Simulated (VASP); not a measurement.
**Rh: single point with r2SCAN**

System: Rh, a slab with vacuum.

```
CELL_PARAMETERS angstrom
2.68694 0.00000 0.00000
-1.34347 2.32696 0.00000
0.00000 0.00000 25.96938
ATOMIC_POSITIONS crystal
Rh 0.66667 0.33333 0.28880
Rh 0.33333 0.66667 0.37328
Rh 0.00000 0.00000 0.45776
Rh 0.66667 0.33333 0.54224
Rh 0.33333 0.66667 0.62672
Rh 0.00000 0.00000 0.71120
```

```yaml
Program: VASP 6.6.1
Task: single point
Functional: r2SCAN
Potentials_or_basis: VASP PAW PBE potentials, release 64 (Rh_pv)
Cutoff: 520 eV
k_mesh: 15 × 15 × 1
Occupations: gaussian, width 0.1 eV
Spin: no spin polarisation
Dipole_correction: yes
Further_INCAR_settings: ALGO = Normal; EDIFF = 1e-07; NBANDS = 54
```

- Largest force: 0.295 eV/Å
- Band gap on the k mesh: zero (bands 45 and 46 overlap by 1.77 eV)

Forces on the atoms (eV/Å):
```
Rh   0.000  0.000  0.295
Rh   0.000  0.000 -0.200
Rh   0.000  0.000 -0.266
Rh   0.000  0.000  0.266
Rh   0.000  0.000  0.200
Rh   0.000  0.000 -0.295
```

Levels at points of the mesh, in eV from the Fermi level:
```
           k point  band 41  band 42  band 43  band 44  band 45  band 46  band 47  band 48
(0.00, 0.00, 0.00)    -1.12    -1.12    -1.07    -1.07    -0.97    -0.78    -0.78    -0.27
```

It took 38 min on 1 thread of Oxide Virtual Turin-like Processor, with other jobs on the host, peak memory 0.36 GiB.

Caveat: the PAW data sets were made with another functional, which shifts forces and pressure a little.
